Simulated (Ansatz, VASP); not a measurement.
Al in VASP and in Ansatz

```xyz
8
Lattice="-0.1854 4.3595 -3.4866 -4.1329 -0.3120 -3.9840 -3.9541 4.6781 0.1332" Properties=species:S:1:pos:R:3 pbc="T T T"
Al   -2.6789    1.9836   -4.2340
Al   -2.5766   -0.1933   -2.4870
Al   -0.6125    2.1396   -2.2420
Al   -0.5100   -0.0373   -0.4950
Al   -3.6189    4.4009   -3.1724
Al   -3.5309    2.2221   -1.4277
Al   -1.5523    4.5571   -1.1806
Al   -1.4643    2.3783    0.5641
```

Change from the starting cell: all atoms moved at random, sigma 0.1 Å a component, cell strained at random, sigma 0.1; relaxed back.

Alike in both runs: functional LDA; k mesh 8 × 8 × 8; occupations gaussian, width 0.15 eV; no spin polarisation.

Ansatz relaxed the structure, and its values are those at the end. VASP's run is a single point on that final structure, the one shown.

|  | VASP | Ansatz |
| --- | --- | --- |
| version | VASP 6.6.1 | Ansatz 0.2.0 |
| potentials or method | VASP PAW LDA potentials, release 64 (Al), cutoff 520 eV | scalar-relativistic, plane waves, PAW |
| valence electrons in the cell | 24 | 24 |

Ansatz gave:

| Item | Value |
| --- | --- |
| gap on the k mesh at the Fermi level (eV) | none |
| pressure (GPa) | -5.5 |

Q: What did VASP give for the same quantities?

A: gap on the k mesh at the Fermi level (eV): none; pressure (GPa): -5.4.

LDA's correlation is that of Perdew and Zunger in VASP and of Perdew and Wang (1992) in Ansatz. A gap of «none» marks a metal or a gap that the smearing closes. Ansatz's warnings: stress scf threshold loose.
